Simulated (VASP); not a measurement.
# C in VASP: a series of runs

Runs on C. Level: PBEsol. Tasks: single point.

All numbers are computed with VASP 6.6.1; they aren't measurements. Logs are shortened: lines on timing, memory, paths and dates and some standing lists are left out, and cuts for length are marked.

### 1 The cell of the first run

The cell holds a slab with vacuum, 12 atoms: a = 2.459 Å, b = 9.528 Å, c = 25.159 Å, α = 90.00°, β = 90.00°, γ = 90.00°.

### 2 Single point, PBEsol

Contents of INCAR:

```
SYSTEM = C
PREC = Accurate
ENCUT = 520
EDIFF = 1E-7
ISMEAR = 0
SIGMA = 0.1
LREAL = .FALSE.
LASPH = .TRUE.
NELM = 100
ALGO = Normal
ISIF = 2
LWAVE = .FALSE.
LCHARG = .FALSE.
LDIPOL = .TRUE.
IDIPOL = 3
DIPOL = 0.5 0.5 0.500
GGA = PS
NBANDS = 36
```

Contents of KPOINTS:

```
Automatic mesh
0
G
  14 4 1
  0 0 0
```

Contents of POSCAR:

```
C
1.0
    2.4588140218      0.0000000000      0.0000000000
    0.0000000000      9.5276863356      0.0000000000
    0.0000000000      0.0000000000     25.1590719406
C
12
Direct
    0.0000000000      0.1332006842      0.2981032058
    0.5000000000      0.1665008552      0.3233403051
    0.5000000000      0.2331011973      0.3738145036
    0.0000000000      0.2664013684      0.3990516029
    0.0000000000      0.3330017104      0.4495258014
    0.5000000000      0.3663018815      0.4747629007
    0.5000000000      0.4329022236      0.5252370993
    0.0000000000      0.4662023946      0.5504741986
    0.0000000000      0.5328027367      0.6009483971
    0.5000000000      0.5661029078      0.6261854964
    0.5000000000      0.6327032498      0.6766596949
    0.0000000000      0.6660034209      0.7018967942
```

Potentials or basis: VASP PAW PBE potentials, release 64 (C).

The run is started by

```bash
$ cat potpaw_PBE.64/C/POTCAR > POTCAR
$ mpirun -np 1 vasp_std > vasp.out
```

OUTCAR:

```text
SYSTEM = C
   PREC = Accurate
   ENCUT = 520
   EDIFF = 1E-7
   ISMEAR = 0
   LREAL = .FALSE.
   LASPH = .TRUE.
   NELM = 100
   ISIF = 2
   GGA = PS

 ion  position               nearest neighbor table
   1  0.000  0.133  0.298-   2 1.42   2 1.42
   2  0.500  0.167  0.323-   3 1.42   1 1.42   1 1.42
   3  0.500  0.233  0.374-   2 1.42   4 1.42   4 1.42
   4  0.000  0.266  0.399-   5 1.42   3 1.42   3 1.42
   5  0.000  0.333  0.450-   4 1.42   6 1.42   6 1.42
   6  0.500  0.366  0.475-   5 1.42   5 1.42   7 1.42
   7  0.500  0.433  0.525-   8 1.42   8 1.42   6 1.42
   8  0.000  0.466  0.550-   9 1.42   7 1.42   7 1.42
   9  0.000  0.533  0.601-   8 1.42  10 1.42  10 1.42
  10  0.500  0.566  0.626-  11 1.42   9 1.42   9 1.42
  11  0.500  0.633  0.677-  10 1.42  12 1.42  12 1.42
  12  0.000  0.666  0.702-  11 1.42  11 1.42

  LATTYP: Found a simple orthorhombic cell.
 ALAT       =     2.4588140218
 B/A-ratio  =     3.8749113398
 C/A-ratio  =    10.2321980099

  Lattice vectors:

 A1 = (   2.4588140218,   0.0000000000,   0.0000000000)
 A2 = (   0.0000000000,   9.5276863356,   0.0000000000)
 A3 = (   0.0000000000,   0.0000000000,  25.1590719406)

Analysis of symmetry for initial positions (statically):
=====================================================================
 Subroutine PRICEL returns:
 Original cell was already a primitive cell.

 Routine SETGRP: Setting up the symmetry group for a
 simple orthorhombic supercell.

 Subroutine GETGRP returns: Found  4 space group operations
 (whereof  2 operations were pure point group operations)
 out of a pool of  8 trial point group operations.

The static configuration has the point symmetry C_1h.
 The point group associated with its full space group is C_2h.

Analysis of symmetry for dynamics (positions and initial velocities):
=====================================================================
 Subroutine PRICEL returns:
 Original cell was already a primitive cell.

 Routine SETGRP: Setting up the symmetry group for a
 simple orthorhombic supercell.

 Subroutine GETGRP returns: Found  4 space group operations
 (whereof  2 operations were pure point group operations)
 out of a pool of  8 trial point group operations.

The dynamic configuration has the point symmetry C_1h.
 The point group associated with its full space group is C_2h.

 Subroutine INISYM returns: Found  4 space group operations
 (whereof  2 operations are pure point group operations),
 and found     1 'primitive' translations
[... 131 lines left out ...]
   IALGO  =     38    algorithm
   IMIX   =      4    mixing-type and parameters
     AMIX     =   0.40;   BMIX     =  1.00
     AMIX_MAG =   1.60;   BMIX_MAG =  1.00
  volume/ion in A,a.u.               =      49.12       331.45
  Fermi-wavevector in a.u.,A,eV,Ry     =   0.709609  1.340967  6.851151  0.503545
  Thomas-Fermi vector in A             =   1.796237
   LORBIT       =      0    0 simple, 1 ext, 2 COOP (PROOUT), +10 PAW based schemes
   GGA     = PS    functional components
   LHFCALC =     F    Hartree Fock is set to
   AEXX    =    0.0000 exact exchange contribution
   IVDW    =     0    specifies the selected vdW correction
   LEPSILON=     F    determine dielectric tensor
   LRPA    =     F    only Hartree local field effects (RPA)
 non-spin polarized calculation
 Gauss-broadening in eV      SIGMA  =   0.10
  energy-cutoff  :      520.00
  volume of cell :      589.40
 maximum number of plane-waves:     15984
   NGX =  9   NGY = 35   NGZ = 93

 dipolmoment           0.000000      0.000000      0.000000 electrons x Angstroem

 number of electron      48.0000014 magnetization

 dipolmoment           0.000000      0.000000     -0.000000 electrons x Angstroem

 Free energy of the ion-electron system (eV)
  ---------------------------------------------------
  ext. energy  EPLUGINS =         0.00000000
  ---------------------------------------------------
  free energy    TOTEN  =      -108.69257339 eV

  energy without entropy =     -108.63390022  energy(sigma->0) =     -108.66323680

 E-fermi :  -3.7891     XC(G=0):  -2.6031

 val. band max:       -3.7920388537   @ k =   0.2143   0.5000   0.0000
 cond. band min:      -3.7740561743   @ k =   0.0000   0.0000   0.0000
 fundamental gap:      0.0179826794
 Fermi energy:        -3.7891046827

 k-point     1 :       0.0000    0.0000    0.0000
  band No.  band energies     occupation
      1     -23.0551      2.00000
      2     -22.5432      2.00000
      3     -21.7393      2.00000
      4     -20.6669      2.00000
      5     -19.3605      2.00000
      6     -18.1153      2.00000
[... 925 lines left out ...]
     35       6.3186      0.00000
     36       6.4536      0.00000

------------------------ aborting loop because EDIFF is reached ----------------------------------------

 vacuum level on the upper side and lower side of the slab       (xc-potential included)        -0.045        -0.045

  FORCE on cell =-STRESS in cart. coord.  units (eV):
  Direction    XX          YY          ZZ          XY          YZ          ZX
  --------------------------------------------------------------------------------------
  -------------------------------------------------------------------------------------
  Total        0.8957523      0.1469100      0.6482710      0.0000000      0.3852341      0.0000000
  in kB        2.4349540      0.3993504      1.7622172      0.0000000      1.0471950      0.0000000
  external PRESSURE =       1.5321739 kB  Pullay stress =       0.0000000 kB

 VOLUME and BASIS-vectors are now :
 -----------------------------------------------------------------------------
  energy-cutoff  :      520.00
  volume of cell :      589.40
      direct lattice vectors                 reciprocal lattice vectors
     2.458814022  0.000000000  0.000000000     0.406700137  0.000000000  0.000000000
     0.000000000  9.527686336  0.000000000     0.000000000  0.104957276  0.000000000
     0.000000000  0.000000000 25.159071941     0.000000000  0.000000000  0.039747094

 POSITION                                       TOTAL-FORCE (eV/Angst)
 -----------------------------------------------------------------------------------
      0.00000      1.26909      7.50000         0.000000      0.779066      1.586062
      1.22941      1.58637      8.13494         0.000000     -1.211924     -2.445616
      1.22941      2.22092      9.40483         0.000000      0.440663      0.875459
      0.00000      2.53819     10.03977         0.000000     -0.089193     -0.176451
      0.00000      3.17274     11.30965         0.000000      0.062585      0.124635
      1.22941      3.49001     11.94459         0.000000     -0.029054     -0.057592
      1.22941      4.12456     13.21448         0.000000      0.029054      0.057592
      0.00000      4.44183     13.84942         0.000000     -0.062585     -0.124635
      0.00000      5.07638     15.11930         0.000000      0.089193      0.176451
      1.22941      5.39365     15.75425         0.000000     -0.440663     -0.875459
      1.22941      6.02820     17.02413         0.000000      1.211924      2.445616
      0.00000      6.34547     17.65907         0.000000     -0.779066     -1.586062
 -----------------------------------------------------------------------------------
    total drift:                                0.000000      0.000002     -0.000001

  FREE ENERGIE OF THE ION-ELECTRON SYSTEM (eV)
  ---------------------------------------------------
  free  energy   TOTEN  =      -108.6925733905 eV

  energy  without entropy=     -108.6339002154  energy(sigma->0) =     -108.66323680

 vacuum level on the upper side and lower side of the slab         2.095         2.095
```

Wall time 9.3 min (1 thread of AMD EPYC 9R45 (Zen 5), shared host); peak memory 0.72 GiB.

What came out:

- Free energy: -108.6926 eV
- Largest force: 2.729 eV/Å
- Band gap on the k mesh: zero (bands 24 and 25 overlap by 0.15 eV)

Forces on the atoms (eV/Å):
```
C    0.000  0.779  1.586
C    0.000 -1.212 -2.446
C    0.000  0.441  0.875
C    0.000 -0.089 -0.176
C    0.000  0.063  0.125
C    0.000 -0.029 -0.058
C    0.000  0.029  0.058
C    0.000 -0.063 -0.125
C    0.000  0.089  0.176
C    0.000 -0.441 -0.875
C    0.000  1.212  2.446
C    0.000 -0.779 -1.586
```

Levels at points of the mesh, in eV from the Fermi level:
```tsv
k point	band 22	band 23	band 24	band 25	band 26	band 27
(0.00, 0.00, 0.00)	-2.95	-2.56	0.02	0.06	2.54	3.72
(0.50, 0.00, 0.00)	-2.17	-0.32	-0.30	0.80	0.83	2.09
(0.00, 0.50, 0.00)	-2.95	-2.56	0.02	0.06	2.54	4.18
(0.50, 0.50, 0.00)	-2.17	-0.32	-0.30	0.80	0.83	2.09
```

Caveat: the PAW data sets were made with another functional, which shifts forces and pressure a little.

### 3 Single point, PBEsol

Contents of INCAR:

```
  PREC = Accurate
  ENCUT = 520
  EDIFF = 1E-6
  ISMEAR = 0
  SIGMA = 0.1
  LREAL = F
  LASPH = T
  NELM = 60
  ALGO = Normal
  ISIF = 2
  LWAVE = F
  LCHARG = T
  LDIPOL = T
  IDIPOL = 3
  DIPOL = 0.5 0.5 0.500
  GGA = PS
  LELF = T
  LVHAR = T
  LVACPOTAV = T
  NBANDS = 36
```

Contents of KPOINTS:

```
Automatic mesh
0
Gamma
  14 4 1
```

Contents of POSCAR:

```
C
1.0
    2.4588140218      0.0000000000      0.0000000000
    0.0000000000      9.5276863356      0.0000000000
    0.0000000000      0.0000000000     25.1590719406
C
12
Direct
    0.0000000000      0.1349845466      0.2997824473
    0.5000000000      0.1641857660      0.3216965256
    0.5000000000      0.2334784754      0.3739152314
    0.0000000000      0.2661754247      0.3986338659
    0.0000000000      0.3333019185      0.4495229904
    0.5000000000      0.3662899912      0.4745941614
    0.5000000000      0.4330605641      0.5253782406
    0.0000000000      0.4660256597      0.5504537493
    0.0000000000      0.5330735579      0.6013578070
    0.5000000000      0.5657191513      0.6260861503
    0.5000000000      0.6348913516      0.6783274013
    0.0000000000      0.6640382235      0.7002514296
```

Potentials or basis: VASP PAW PBE potentials, release 64 (C).

The run is started by

```bash
$ cat potpaw_PBE.64/C/POTCAR > POTCAR
$ mpirun -np 1 vasp_std > vasp.out
```

It took 11 min on 1 thread of AMD EPYC 9R45 (Zen 5), shared host; peak memory 0.72 GiB.

It converged, with:

| Quantity | Value |
| --- | --- |
| Free energy | -108.9216 eV |
| Largest force | 0.051 eV/Å |
| Band gap on the k mesh | zero (bands 24 and 25 overlap by 0.40 eV) |

Forces on the atoms (eV/Å):
```
C    0.000 -0.026 -0.044
C    0.000  0.003  0.001
C    0.000 -0.005 -0.009
C    0.000 -0.001  0.001
C    0.000  0.000  0.001
C    0.000  0.002  0.003
C    0.000 -0.002 -0.003
C    0.000  0.000 -0.001
C    0.000  0.000 -0.001
C    0.000  0.005  0.009
C    0.000 -0.003  0.000
C    0.000  0.026  0.044
```

Levels at points of the mesh, in eV from the Fermi level:
```tsv
k point	band 20	band 21	band 22	band 23	band 24	band 25	band 26	band 27	band 28	band 29
(0.00, 0.00, 0.00)	-3.95	-3.90	-3.42	-2.87	0.12	0.18	2.56	3.56	4.25	4.34
(0.50, 0.00, 0.00)	-2.44	-2.37	-2.27	-0.53	-0.51	0.34	0.37	1.78	1.99	2.12
(0.00, 0.50, 0.00)	-3.95	-3.90	-3.42	-2.87	0.12	0.18	2.56	4.04	4.16	4.33
(0.50, 0.50, 0.00)	-2.44	-2.37	-2.27	-0.53	-0.51	0.34	0.37	1.78	1.99	2.12
```

Caveat: the PAW data sets were made with another functional, which shifts forces and pressure a little.

The gap in the log of VASP goes by the Fermi energy; the results here count the filled bands.